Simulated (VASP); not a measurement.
Here is a VASP 6.6.1 calculation.

File INCAR:

```
SYSTEM = Cu
ALGO = Normal
DIPOL = 0.5 0.5 0.501
EDIFF = 1E-6
ENCUT = 520
GGA = PE
IDIPOL = 3
ISIF = 2
ISMEAR = 0
IVDW = 12
LASPH = .True.
LCHARG = .False.
LDIPOL = .True.
LREAL = Auto
LWAVE = .False.
NBANDS = 102
NELM = 60
PREC = Accurate
SIGMA = 0.1
```

File KPOINTS:

```
k-points
0
Gamma
  4 4 1
  0 0 0
```

Contents of POSCAR:

```
Cu
1.0
    5.0393684365      0.0000000000      0.0000000000
    0.0000000000      5.0393684365      0.0000000000
    0.0000000000      0.0000000000     21.3450573916
Cu
16
Direct
    0.2500000000      0.2500000000      0.3747940262
    0.2500000000      0.7500000000      0.3747940262
    0.7500000000      0.2500000000      0.3747940262
    0.7500000000      0.7500000000      0.3747940262
    0.5000000000      0.5000000000      0.4582646754
    0.5000000000      0.0000000000      0.4582646754
    0.0000000000      0.5000000000      0.4582646754
    0.0000000000      0.0000000000      0.4582646754
    0.7500000000      0.7500000000      0.5435007509
    0.7500000000      0.2500000000      0.5435007509
    0.2500000000      0.7500000000      0.5435007509
    0.2500000000      0.2500000000      0.5435007509
    0.0000000000      0.0000000000      0.6263064539
    0.0000000000      0.5000000000      0.6263064539
    0.5000000000      0.0000000000      0.6263064539
    0.5000000000      0.5000000000      0.6263064539
```

Potentials or basis: VASP PAW PBE potentials, release 64 (Cu).

Run with:

```sh
$ cat potpaw_PBE.64/Cu/POTCAR > POTCAR
$ mpirun -np 1 vasp_std > vasp.out
```

What does it give for the largest force?

0.061 eV/Å.

Estimate the band gap on the k mesh.

zero (bands 88 and 89 overlap by 0.92 eV).

Estimate the dispersion energy per atom.

-0.419 eV.

Forces on the atoms (eV/Å):
```
Cu   0.000  0.000  0.038
Cu   0.000  0.000  0.038
Cu   0.000  0.000  0.038
Cu   0.000  0.000  0.038
Cu   0.000  0.000 -0.061
Cu   0.000  0.000 -0.061
Cu   0.000  0.000 -0.061
Cu   0.000  0.000 -0.061
Cu   0.000  0.000  0.000
Cu   0.000  0.000  0.000
Cu   0.000  0.000  0.000
Cu   0.000  0.000  0.000
Cu   0.000  0.000  0.023
Cu   0.000  0.000  0.023
Cu   0.000  0.000  0.023
Cu   0.000  0.000  0.023
```
